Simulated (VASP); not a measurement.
A run of VASP 6.6.1 is set up as follows.

File INCAR:

```
AGGAC = 1.0
AGGAX = 1.0
ALDAC = 0.0
ALDAX = 1.0
ALGO = Normal
EDIFF = 1E-6
ENCUT = 520
GGA = B5
ISIF = 2
ISMEAR = -1
LASPH = True
LCHARG = True
LELF = True
LREAL = False
LVHAR = True
LWAVE = False
NBANDS = 14
NELM = 80
PREC = Accurate
SIGMA = 0.1
```

KPOINTS

```
k-points
0
Gamma
  16 16 8
```

POSCAR

```
Re
1.0
   -1.9171122288      1.5746027184      1.4053297267
    1.5746027184     -1.9171122288      1.4053297267
    3.5397610540      3.5397610540     -2.0326365224
Re
2
Direct
    0.9582632107      0.0417367893      1.0000000000
    0.7917367893      0.2082632107      0.5000000000
```

Potentials or basis: VASP PAW PBE potentials, release 64 (Re).

Launch:

```sh
$ cat potpaw_PBE.64/Re/POTCAR > POTCAR
$ mpirun -np 1 vasp_std > vasp.out
```

(1) What does it give for the band gap on the k mesh?

(2) Predict the pressure.

Results:

(1) zero (bands 7 and 8 overlap by 2.86 eV).

(2) -10.2 GPa.

Caveat: the cell stands under tension; the PAW data sets were made with another functional, which shifts forces and pressure a little; spin-orbit coupling is left out, which moves the levels of the heavy elements.
